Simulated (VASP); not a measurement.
Write the native input for VASP 6.6.1 that does the following.

| Quantity | Value |
| --- | --- |
| Task | single point |
| Functional | PBEsol |
| Potentials or basis | VASP PAW PBE potentials, release 64 (Ta_pv, N) |
| Cutoff | 520 eV |
| k mesh | 18 × 18 × 16 |
| Occupations | gaussian, width 0.15 eV |
| Spin | no spin polarisation |
| Dipole correction | no |
| Further INCAR settings | ALGO = Normal; EDIFF = 1e-06; NBANDS = 15 |

The structure of TaN lies in POSCAR:

```
TaN
1.0
    2.9967588356      0.0000000000      0.0000000000
   -1.4983794178      2.4934940147      0.0000000000
    0.0000000000      0.0000000000      2.8830000000
Ta N
1 1
Direct
    0.3333333333      0.6666666667      0.5000000000
    0.0000000000      0.0000000000      0.0000000000
```

This cell differs from its parent crystal: strain +0.0200 x Voigt [1, -1, 0, 0, 0, 0].

The input as run:

INCAR

```
SYSTEM = TaN
  PREC = Accurate
  ENCUT = 520
  EDIFF = 1E-6
  ISMEAR = 0
  SIGMA = 0.15
  LREAL = .False.
  LASPH = .True.
  NELM = 80
  ALGO = Normal
  ISIF = 2
  LWAVE = .False.
  LCHARG = .False.
  GGA = PS
  NBANDS = 15
```

KPOINTS

```
regular mesh
0
Gamma
  18 18 16
  0 0 0
```

Potentials or basis: VASP PAW PBE potentials, release 64 (Ta_pv, N).

Command:

```console
$ cat potpaw_PBE.64/Ta_pv/POTCAR potpaw_PBE.64/N/POTCAR > POTCAR
$ mpirun -np 1 vasp_std > vasp.out
```

Results of the run:

```json
{"Pressure": "-3.7 GPa", "Largest force": "0.083 eV/Å", "Band gap on the k mesh": "zero (bands 8 and 9 overlap by 0.16 eV)"}
```

Caveat: the cell differs from its parent crystal (strain +0.0200 x Voigt [1, -1, 0, 0, 0, 0]); the cell stands under tension; the PAW data sets were made with another functional, which shifts forces and pressure a little; spin-orbit coupling is left out, which moves the levels of the heavy elements.

Run time: 3.8 min on 1 thread of Intel Xeon 8259CL (shared host), peak memory 0.37 GiB.
